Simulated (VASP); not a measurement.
B16HN15 (a cell with a defect): single point with PBE

B16HN15 (a cell with a defect):

```
B N H
1.0
    -3.62411    3.62411   -3.62411
     3.62411    3.62411    3.62411
     3.62411   -3.62411   -3.62411
B N H
16 15 1
Cartesian
  0.0185 0.0175 -0.0067
  3.6427 -1.8306 -1.8021
  3.6427 -0.0090 0.0196
  3.6426 1.8199 1.7957
  1.7946 -1.8042 -3.6045
  1.9340 -0.1219 -1.6891
  1.7945 1.7935 -0.0069
  1.8210 3.6416 1.7957
  -0.1211 -0.1221 -3.7442
  -0.1203 1.9324 -1.6896
  -0.0079 3.6416 0.0196
  3.6162 1.7935 -1.8286
  -1.8031 1.7936 -3.6045
  -1.8295 3.6416 -1.8020
  1.9333 1.9323 -3.7432
  1.7946 3.6152 -1.8285
  0.9114 -0.8981 -0.9129
  0.9066 0.9055 0.9076
  4.5355 -0.9149 -0.8960
  4.5307 0.9055 0.9076
  -0.8970 0.9104 -0.9129
  2.7101 -0.8981 -2.7116
  2.7102 0.9006 -0.9128
  2.7271 2.7261 0.9027
  0.9016 -0.8981 -4.5201
  0.9017 2.7092 -0.9128
  0.9065 4.5297 0.9076
  -0.8971 0.9007 -4.5201
  -0.8971 2.7092 -2.7116
  -0.9140 4.5345 -0.8959
  2.7102 2.7092 -2.7213
  0.9072 0.9083 -2.7162
```

| Property | Result |
| --- | --- |
| Program | VASP 6.6.1 |
| Task | single point |
| Functional | PBE |
| Potentials or basis | VASP PAW PBE potentials, release 64 (B, N, H) |
| Cutoff | 520 eV |
| k mesh | 1 × 1 × 1 |
| Occupations | fermi-dirac, width 0.01 eV |
| Spin | no spin polarisation |
| Dipole correction | no |
| Charge | 2 |
| Further INCAR settings | LREAL = Auto; ALGO = Normal; EDIFF = 1e-06; NBANDS = 84; NELECT = 122.0 |

```yaml
Largest_force: 0.225 eV/Å
```

Forces on the atoms (eV/Å):
```
B    0.086  0.087 -0.064
B    0.086 -0.086  0.063
B    0.084 -0.061  0.086
B    0.087  0.063 -0.086
B   -0.086  0.063  0.086
B   -0.079  0.079 -0.079
B   -0.086 -0.085 -0.061
B    0.063  0.086 -0.086
B    0.080  0.081  0.081
B    0.077 -0.077 -0.078
B   -0.063  0.086  0.086
B   -0.062 -0.086 -0.085
B    0.062 -0.086  0.086
B   -0.086  0.086  0.061
B   -0.078 -0.077  0.077
B   -0.087 -0.063 -0.086
N   -0.167  0.105 -0.103
N    0.000  0.000  0.001
N   -0.167 -0.104  0.105
N    0.000  0.000  0.001
N    0.105 -0.169 -0.104
N   -0.104  0.107 -0.168
N   -0.103  0.166 -0.105
N    0.102  0.104  0.166
N    0.167  0.105  0.104
N    0.167 -0.104 -0.105
N    0.000 -0.001  0.000
N    0.104  0.165  0.103
N    0.106 -0.104 -0.168
N   -0.104 -0.169  0.105
N   -0.104 -0.105  0.167
H    0.000 -0.003  0.000
```

Levels at points of the mesh, in eV from the Fermi level:
| k point | band 58 | band 59 | band 60 | band 61 | band 62 | band 63 | band 64 | band 65 |
| --- | --- | --- | --- | --- | --- | --- | --- | --- |
| (0.00, 0.00, 0.00) | -1.55 | -0.25 | -0.25 | -0.25 | 4.51 | 5.11 | 5.11 | 5.11 |

Wall time 20 s on 1 thread of Intel(R) Xeon(R) 6975P-C (Granite Rapids), with other jobs on the host, peak memory 0.31 GiB.

Caveat: the k points lie up to 1.23 Å⁻¹ apart; the cell carries a net charge on a neutralising background, which shifts energy and pressure; the cell is charged against a uniform background, so pressure and absolute levels hang on convention.
